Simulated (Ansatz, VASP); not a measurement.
One calculation of HC4, two programs

Contents of INCAR:

```
PREC = Accurate
ENCUT = 520
EDIFF = 1E-6
ISMEAR = -1
SIGMA = 0.1
LREAL = False
LASPH = True
NELM = 120
ALGO = Normal
ISIF = 2
LWAVE = False
LCHARG = False
LDIPOL = True
IDIPOL = 3
DIPOL = 0.5 0.5 0.234
GGA = PE
IVDW = 12
NBANDS = 28
GGA_COMPAT = False
NELMDL = -8
```

Contents of KPOINTS:

```
regular mesh
0
Gamma
  6 6 1
```

The input POSCAR:

```
HC4
1.0
    4.9314379192      0.0000000000      0.0000000000
   -2.4657189596      4.2707505152      0.0000000000
    0.0000000000      0.0000000000     18.0000000000
C H
8 2
Direct
    0.1666666667      0.3333333333      0.2222222222
    0.1666666667      0.8333333333      0.2222222222
    0.6666666667      0.3333333333      0.2222222222
    0.6666666667      0.8333333333      0.2222222222
    0.3333333333      0.1666666667      0.2222222222
    0.3333333333      0.6666666667      0.2222222222
    0.8333333333      0.1666666667      0.2222222222
    0.8333333333      0.6666666667      0.2222222222
    0.1286171483      0.3713828517      0.2827777778
    0.2047161850      0.2952838150      0.2827777778
```

Input for Ansatz:

```yaml
crystal:
  lattice:
    - [4.9314379195, 0.0, 0.0]
    - [-2.4657189597, 4.2707505154, 0.0]
    - [0.0, 0.0, 18.0]
  atoms:
    - { symbol: C, position: [0.1666666667, 0.3333333333, 0.2222222222] }
    - { symbol: C, position: [0.1666666667, 0.8333333333, 0.2222222222] }
    - { symbol: C, position: [0.6666666667, 0.3333333333, 0.2222222222] }
    - { symbol: C, position: [0.6666666667, 0.8333333333, 0.2222222222] }
    - { symbol: C, position: [0.3333333333, 0.1666666667, 0.2222222222] }
    - { symbol: C, position: [0.3333333333, 0.6666666667, 0.2222222222] }
    - { symbol: C, position: [0.8333333333, 0.1666666667, 0.2222222222] }
    - { symbol: C, position: [0.8333333333, 0.6666666667, 0.2222222222] }
    - { symbol: H, position: [0.1286171483, 0.3713828517, 0.2827777778] }
    - { symbol: H, position: [0.204716185, 0.295283815, 0.2827777778] }
basis:
  ecutwfc: 420
  precision: f64
kpoints:
  mp_grid: { grid: [6, 6, 1] }
hamiltonian:
  xc: pbe
  dispersion: d3bj
scf:
  occupations: { method: fermi_dirac, width: 0.01 }
  eigensolver: { kind: davidson }
output:
  forces: true
  eigenvalues: true
efield:
  axis: 3
  dipole_correction: true
  ramp_width: 0.04
```

Alike in both runs: task single point; functional PBE; dispersion D3(BJ); k mesh 6 × 6 × 1; no spin polarisation.

|  | VASP | Ansatz |
| --- | --- | --- |
| version | VASP 6.6.1 | Ansatz 0.2.0 |
| potentials or method | VASP PAW PBE potentials, release 64 (C, H), cutoff 520 eV | scalar-relativistic, plane waves, PAW |
| occupations | fermi-dirac, width 0.1 eV | fermi-dirac, width 0.01 eV |
| valence electrons in the cell | 34 | 34 |

```csv
,VASP,Ansatz,Ansatz less VASP
gap on the k mesh at the Fermi level (eV),0.78,0.78,+0.003
rms of the force components (eV/Å),2.915,2.890,-0.0253
```

Atom by atom the forces differ by 0.031 eV/Å (rms over components).
